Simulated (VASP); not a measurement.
# Cu (P6_3/mmc) in VASP: further runs

Cu is run at these levels: BLYP; tasks: single point, relaxation of cell and atoms.

Program: VASP 6.6.1. These are calculated values, not measurements. Logs are shortened: lines on timing, memory, paths and dates and some standing lists are left out, and cuts for length are marked.

## 1. The cell of the first run

The structure is hexagonal, space group P6_3/mmc (No. 194). Conventional cell: a = 2.685 Å, b = 2.685 Å, c = 4.402 Å, α = 90.00°, β = 90.00°, γ = 120.00°. Within 3.5 Å of Cu (site symmetry -6m2) lie 12 Cu at 2.69 Å.

This isn't the form of Cu at room conditions, which is fcc.

## 2. Single point, BLYP (13.75 Å³/atom)

Contents of INCAR:

```
AGGAC    = 1.0          
AGGAX    = 1.0          
ALDAC    = 0.0          
ALDAX    = 1.0          
ALGO     = Normal         # electronic algorithm
EDIFF    = 1E-6           # SCF threshold, eV
ENCUT    = 520            # plane-wave cutoff, eV
GGA      = B5             # functional
ISIF     = 2              # what is computed and relaxed
ISMEAR   = -1             # smearing method
LASPH    = True           # aspherical terms in the spheres
LCHARG   = True           # write CHGCAR
LELF     = True           # ELF
LREAL    = False          # projectors in reciprocal space
LVHAR    = True         
LWAVE    = False          # write WAVECAR
NBANDS   = 18             # bands
NELM     = 100            # most SCF steps
PREC     = Accurate       # precision mode
SIGMA    = 0.1            # smearing width, eV
```

Contents of KPOINTS:

```
k-points
0
Gamma
  15 15 8
```

Contents of POSCAR:

```
Cu
1.0
    2.6854075345      0.0000000000      0.0000000000
   -1.3427037672      2.3256311444      0.0000000000
    0.0000000000      0.0000000000      4.4018181150
Cu
2
Direct
    0.3333333333      0.6666666667      0.2500000000
    0.6666666667      0.3333333333      0.7500000000
```

Potentials or basis: VASP PAW PBE potentials, release 64 (Cu).

Command:

```
cat potpaw_PBE.64/Cu/POTCAR > POTCAR
mpirun -np 1 vasp_std > vasp.out
```

OUTCAR:

```text
EDIFF = 1E-6
   ENCUT = 520
   GGA = B5
   ISIF = 2
   ISMEAR = -1
   LASPH = True
   LREAL = False
   NELM = 100
   PREC = Accurate

 ion  position               nearest neighbor table
   1  0.333  0.667  0.250-   2 2.69   2 2.69   2 2.69   2 2.69   2 2.69   2 2.69
   2  0.667  0.333  0.750-   1 2.69   1 2.69   1 2.69   1 2.69   1 2.69   1 2.69

  LATTYP: Found a hexagonal cell.
 ALAT       =     2.6854075345
 C/A-ratio  =     1.6391620484

  Lattice vectors:

 A1 = (   2.6854075345,   0.0000000000,   0.0000000000)
 A2 = (  -1.3427037672,   2.3256311444,   0.0000000000)
 A3 = (   0.0000000000,   0.0000000000,   4.4018181150)

Analysis of symmetry for initial positions (statically):
=====================================================================
 Subroutine PRICEL returns:
 Original cell was already a primitive cell.

 Routine SETGRP: Setting up the symmetry group for a
 hexagonal supercell.

 Subroutine GETGRP returns: Found 24 space group operations
 (whereof 12 operations were pure point group operations)
 out of a pool of 24 trial point group operations.

The static configuration has the point symmetry D_3d.
 The point group associated with its full space group is D_6h.

Analysis of symmetry for dynamics (positions and initial velocities):
=====================================================================
 Subroutine PRICEL returns:
 Original cell was already a primitive cell.

 Routine SETGRP: Setting up the symmetry group for a
 hexagonal supercell.

 Subroutine GETGRP returns: Found 24 space group operations
 (whereof 12 operations were pure point group operations)
 out of a pool of 24 trial point group operations.

The dynamic configuration has the point symmetry D_3d.
 The point group associated with its full space group is D_6h.

 Subroutine INISYM returns: Found 24 space group operations
 (whereof 12 operations are pure point group operations),
 and found     1 'primitive' translations

----------------------------------------------------------------------------------------

                                     Primitive cell

  volume of cell :      27.4905

  direct lattice vectors                    reciprocal lattice vectors
     2.685407534  0.000000000  0.000000000     0.372382958  0.214995401  0.000000000
    -1.342703767  2.325631144  0.000000000     0.000000000  0.429990802  0.000000000
     0.000000000  0.000000000  4.401818115     0.000000000  0.000000000  0.227178855

  length of vectors
     2.685407534  2.685407534  4.401818115     0.429990802  0.429990802  0.227178855

  position of ions in fractional coordinates (direct lattice)
     0.333333333  0.666666667  0.250000000
     0.666666667  0.333333333  0.750000000

  ion indices of the primitive-cell ions
   primitive index   ion index
                 1           1
                 2           2

----------------------------------------------------------------------------------------

 KPOINTS: k-points

Automatic generation of k-mesh.
 Grid dimensions read from file:
 generate k-points for:   15   15    8

 Generating k-lattice:

  Cartesian coordinates                     Fractional coordinates (reciprocal lattice)
     0.024825531  0.014333027  0.000000000     0.066666667  0.000000000  0.000000000
     0.000000000  0.028666053  0.000000000     0.000000000  0.066666667  0.000000000
     0.000000000  0.000000000  0.028397357     0.000000000  0.000000000  0.125000000

  Length of vectors
     0.028666053  0.028666053  0.028397357

  Shift w.r.t. Gamma in fractional coordinates (k-lattice)
     0.000000000  0.000000000  0.000000000

 Subroutine IBZKPT returns following result:
 ===========================================

 Found    135 irreducible k-points:

 Following reciprocal coordinates:
            Coordinates               Weight
  0.000000  0.000000  0.000000      1.000000
  0.066667 -0.000000  0.000000      6.000000
  0.133333  0.000000  0.000000      6.000000
  0.200000 -0.000000  0.000000      6.000000
  0.266667  0.000000  0.000000      6.000000
  0.333333 -0.000000  0.000000      6.000000
[... 16 lines left out ...]
  0.333333  0.200000  0.000000     12.000000
  0.400000  0.200000  0.000000      6.000000
 [... further k-points ...]
   k-points           NKPTS =    135   k-points in BZ     NKDIM =    135   number of bands    NBANDS=     18
   number of dos      NEDOS =    301   number of ions     NIONS =      2
   total plane-waves  NPLWV =  14400
   dimension x,y,z NGX =    20 NGY =   20 NGZ =   36
   dimension x,y,z NGXF=    40 NGYF=   40 NGZF=   72
   ions per type =               2
   NGX,Y,Z   is equivalent  to a cutoff of  12.38, 12.38, 13.60 a.u.
   NGXF,Y,Z  is equivalent  to a cutoff of  24.76, 24.76, 27.19 a.u.
 SYSTEM =  unknown system
   PREC   = accura    normal or accurate (medium, high low for compatibility)
   ISTART =      0    job   : 0-new  1-cont  2-samecut
   ICHARG =      2    charge: 1-file 2-atom 10-const
   ISPIN  =      1    spin polarized calculation?
   LNONCOLLINEAR =      F non collinear calculations
   LSORBIT =      F    spin-orbit coupling
   LASPH  =      T    aspherical Exc in radial PAW
   ENCUT  =  520.0 eV  38.22 Ry    6.18 a.u.   4.99  4.99  8.18*2*pi/ulx,y,z
   NELM   =    100;   NELMIN=  2; NELMDL= -5     # of ELM steps
   EDIFF  = 0.1E-05   stopping-criterion for ELM
   LREAL  =      F    real-space projection
   EDIFFG = 0.1E-04   stopping-criterion for IOM
   NSW    =      0    number of steps for IOM
   IBRION =     -1    ionic relax: 0-MD 1-quasi-New 2-CG
   NFREE  =      0    steps in history (QN), initial steepest desc. (CG)
   ISIF   =      2    stress and relaxation
   ISYM   =      2    0-nonsym 1-usesym 2-fastsym
   POTIM  = 0.5000    time-step for ionic-motion
   TEBEG  =    0.0;   TEEND  =   0.0 temperature during run
   PSTRESS=    0.0 pullay stress
   NELECT =      22.0000    total number of electrons
   NUPDOWN=      -1.0000    fix difference up-down
   EMIN   =  10.00;   EMAX   =-10.00  energy-range for DOS
   EFERMI =   0.00;   METHOD = LEGACY
   ISMEAR =    -1;   SIGMA  =   0.10  broadening in eV -4-tet -1-fermi 0-gaus
   EFERMI_NEDOS =   21; number of points for ismear=-14 and -15
   IALGO  =     38    algorithm
   IMIX   =      4    mixing-type and parameters
     AMIX     =   0.40;   BMIX     =  1.00
     AMIX_MAG =   1.60;   BMIX_MAG =  1.00
  volume/ion in A,a.u.               =      13.75        92.76
  Fermi-wavevector in a.u.,A,eV,Ry     =   1.519922  2.872236 31.431681  2.310163
  Thomas-Fermi vector in A             =   2.628843
   LORBIT       =      0    0 simple, 1 ext, 2 COOP (PROOUT), +10 PAW based schemes
   GGA     = B5    functional components
   LHFCALC =     F    Hartree Fock is set to
   AEXX    =    0.0000 exact exchange contribution
   IVDW    =     0    specifies the selected vdW correction
   LEPSILON=     F    determine dielectric tensor
   LRPA    =     F    only Hartree local field effects (RPA)
 non-spin polarized calculation
  energy-cutoff  :      520.00
  volume of cell :       27.49
 maximum number of plane-waves:       764
 NGX is ok and might be reduce to    20
   NGX =  9   NGY =  9   NGZ = 17

 number of electron      21.9999990 magnetization

 Free energy of the ion-electron system (eV)
  ---------------------------------------------------
  ext. energy  EPLUGINS =         0.00000000
  ---------------------------------------------------
  free energy    TOTEN  =        -5.91749783 eV

  energy without entropy =       -5.89672039  energy(sigma->0) =       -5.90710911

 E-fermi :   6.3882     XC(G=0): -11.3130

 val. band max:        6.3477743393   @ k =   0.4667  -0.0000   0.3750
 cond. band min:       6.3983245546   @ k =   0.2667   0.2667   0.0000
 fundamental gap:      0.0505502153
 Fermi energy:         6.3881696998

 k-point     1 :       0.0000    0.0000    0.0000
  band No.  band energies     occupation
      1      -1.8681      2.00000
      2       1.9564      2.00000
      3       3.6072      2.00000
      4       3.6635      2.00000
      5       3.6635      2.00000
      6       3.8199      2.00000
[... 10 lines left out ...]
     17      27.7060      0.00000
     18      27.7060      0.00000

 k-point     2 :       0.0667   -0.0000    0.0000
  band No.  band energies     occupation
      1      -1.7385      2.00000
      2       2.0292      2.00000
      3       3.5468      2.00000
      4       3.7054      2.00000
      5       3.7157      2.00000
      6       3.8004      2.00000
[... 10 lines left out ...]
     17      28.7950      0.00000
     18      28.9502      0.00000

 k-point     3 :       0.1333    0.0000    0.0000
  band No.  band energies     occupation
      1      -1.3546      2.00000
      2       2.2266      2.00000
      3       3.4439      2.00000
      4       3.7246      2.00000
      5       3.7868      2.00000
      6       3.8259      2.00000
[... 10 lines left out ...]
     17      27.9407      0.00000
     18      28.2225      0.00000

 k-point     4 :       0.2000   -0.0000    0.0000
  band No.  band energies     occupation
      1      -0.7335      2.00000
      2       2.4750      2.00000
      3       3.3439      2.00000
      4       3.4232      2.00000
      5       3.6551      2.00000
      6       3.8820      2.00000
[... 375 lines left out ...]
      4       3.0775      2.00000
      5       3.5119      2.00000
      6       3.7843      2.00000
[... 10 lines left out ...]
     17      19.7231      0.00000
     18      21.4147      0.00000

 k-point    23 :       0.3333    0.2000    0.0000
  band No.  band energies     occupation
      1       2.4654      2.00000
      2       2.7538      2.00000
      3       2.7714      2.00000
      4       3.2330      2.00000
      5       3.5100      2.00000
      6       3.6886      2.00000
[... 10 lines left out ...]
     17      17.8403      0.00000
     18      20.9954      0.00000

 k-point    24 :       0.4000    0.2000    0.0000
  band No.  band energies     occupation
      1       2.5788      2.00000
      2       2.7345      2.00000
      3       2.7410      2.00000
      4       3.3295      2.00000
      5       3.5264      2.00000
      6       3.6376      2.00000
[... 10 lines left out ...]
     17      16.7535      0.00000
     18      20.8539      0.00000

 [... further k-points ...]

------------------------ aborting loop because EDIFF is reached ----------------------------------------

  FORCE on cell =-STRESS in cart. coord.  units (eV):
  Direction    XX          YY          ZZ          XY          YZ          ZX
  --------------------------------------------------------------------------------------
  -------------------------------------------------------------------------------------
  Total       -1.2287186     -1.2287186     -1.0442328     -0.0000000      0.0000000      0.0000000
  in kB      -71.6110261    -71.6110261    -60.8589977     -0.0000000      0.0000000      0.0000000
  external PRESSURE =     -68.0270166 kB  Pullay stress =       0.0000000 kB

 VOLUME and BASIS-vectors are now :
 -----------------------------------------------------------------------------
  energy-cutoff  :      520.00
  volume of cell :       27.49
      direct lattice vectors                 reciprocal lattice vectors
     2.685407534  0.000000000  0.000000000     0.372382958  0.214995401  0.000000000
    -1.342703767  2.325631144  0.000000000     0.000000000  0.429990802  0.000000000
     0.000000000  0.000000000  4.401818115     0.000000000  0.000000000  0.227178855

 POSITION                                       TOTAL-FORCE (eV/Angst)
 -----------------------------------------------------------------------------------
     -0.00000      1.55042      1.10045        -0.000000      0.000000      0.000000
      1.34270      0.77521      3.30136         0.000000     -0.000000      0.000000
 -----------------------------------------------------------------------------------
    total drift:                               -0.000000      0.000000     -0.000000

  FREE ENERGIE OF THE ION-ELECTRON SYSTEM (eV)
  ---------------------------------------------------
  free  energy   TOTEN  =        -5.9174978301 eV

  energy  without entropy=       -5.8967203855  energy(sigma->0) =       -5.90710911
```

Run time: 79 s. Hardware: 1 thread of Intel Xeon 8259CL, shared host; peak memory 0.18 GiB.

What came out:

```yaml
Free_energy: -5.9175 eV
Pressure: -6.8 GPa
Band_gap_on_the_k_mesh: zero (bands 11 and 12 overlap by 5.67 eV)
```

Stress tensor (GPa, compression positive):
```
-7.16  0.00  0.00
 0.00 -7.16  0.00
 0.00  0.00 -6.09
```

Caveat: the cell stands under tension; the PAW data sets were made with another functional, which shifts forces and pressure a little.

## 3. Single point, BLYP (14.25 Å³/atom)

This run uses another cell than the first one, of 14.25 Å³/atom.

Contents of INCAR:

```
SYSTEM = Cu
  PREC = Accurate
  ENCUT = 520
  EDIFF = 1E-6
  ISMEAR = -1
  SIGMA = 0.1
  LREAL = .FALSE.
  LASPH = .TRUE.
  NELM = 80
  ALGO = Normal
  ISIF = 2
  LWAVE = .FALSE.
  LCHARG = .FALSE.
  GGA = B5
  ALDAX = 1.0
  AGGAX = 1.0
  AGGAC = 1.0
  ALDAC = 0.0
  NBANDS = 18
```

Contents of KPOINTS:

```
regular mesh
0
G
  15 15 8
  0 0 0
```

Contents of POSCAR:

```
Cu
1.0
    2.7181596347      0.0000000000      0.0000000000
   -1.3590798174      2.3539952952      0.0000000000
    0.0000000000      0.0000000000      4.4555041147
Cu
2
Direct
    0.3333333333      0.6666666667      0.2500000000
    0.6666666667      0.3333333333      0.7500000000
```

Potentials or basis: VASP PAW PBE potentials, release 64 (Cu).

Command:

```
cat potpaw_PBE.64/Cu/POTCAR > POTCAR
mpirun -np 1 vasp_std > vasp.out
```

Run time: 78 s. Hardware: 1 thread of Intel Xeon 8259CL, shared host; peak memory 0.18 GiB.

Results (log left out):

- Free energy: -5.8668 eV
- Pressure: -9.3 GPa
- Band gap on the k mesh: zero (bands 11 and 12 overlap by 5.56 eV)

Stress tensor (GPa, compression positive):
```
-9.56  0.00  0.00
 0.00 -9.56  0.00
 0.00  0.00 -8.64
```

Levels at points of the mesh, in eV from the Fermi level:
| k point | band 7 | band 8 | band 9 | band 10 | band 11 | band 12 | band 13 | band 14 | band 15 | band 16 |
| --- | --- | --- | --- | --- | --- | --- | --- | --- | --- | --- |
| (0.00, 0.00, 0.00) | -2.49 | -2.26 | -2.26 | -1.71 | -1.71 | -0.41 | 2.71 | 18.86 | 18.86 | 20.21 |
| (0.00, 0.00, 0.50) | -2.66 | -2.66 | -1.88 | -1.88 | -1.88 | -1.88 | 10.85 | 10.85 | 20.51 | 20.51 |

Caveat: the cell stands under tension; the PAW data sets were made with another functional, which shifts forces and pressure a little.

(Continued in part 2 of 2.)

The gap in the log of VASP goes by the Fermi energy; the results here count the filled bands.